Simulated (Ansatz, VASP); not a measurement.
**InSb: VASP beside Ansatz**

```
In Sb
1.0
     0.00000    3.31771    3.31771
     3.31771    0.00000    3.31771
     3.31771    3.31771    0.00000
In Sb
1 1
Cartesian
  0.0000 0.0000 0.0000
  1.6589 1.6589 1.6589
```

Alike in both runs: functional PBE; k mesh 12 × 12 × 12; occupations gaussian, width 0.1 eV; no spin polarisation.

Ansatz relaxed the structure, and its values are those at the end. VASP's run is a single point on that final structure, the one shown.

|  | VASP | Ansatz |
| --- | --- | --- |
| version | VASP 6.6.1 | Ansatz 0.2.0 |
| potentials or method | VASP PAW PBE potentials, release 64 (In_d, Sb), cutoff 520 eV | scalar-relativistic, plane waves, PAW |
| valence electrons in the cell | 18 | 28 |

|  | VASP | Ansatz | Ansatz less VASP |
| --- | --- | --- | --- |
| gap on the k mesh at the Fermi level (eV) | none | none | - |
| pressure (GPa) | 0.0 | 0.0 | +0.03 |

A gap of «none» marks a metal or a gap that the smearing closes. VASP's potentials hold 18 valence electrons a cell and Ansatz's 28, so a difference there can come from the potentials and not from the codes.

Neither program's run includes spin-orbit coupling.
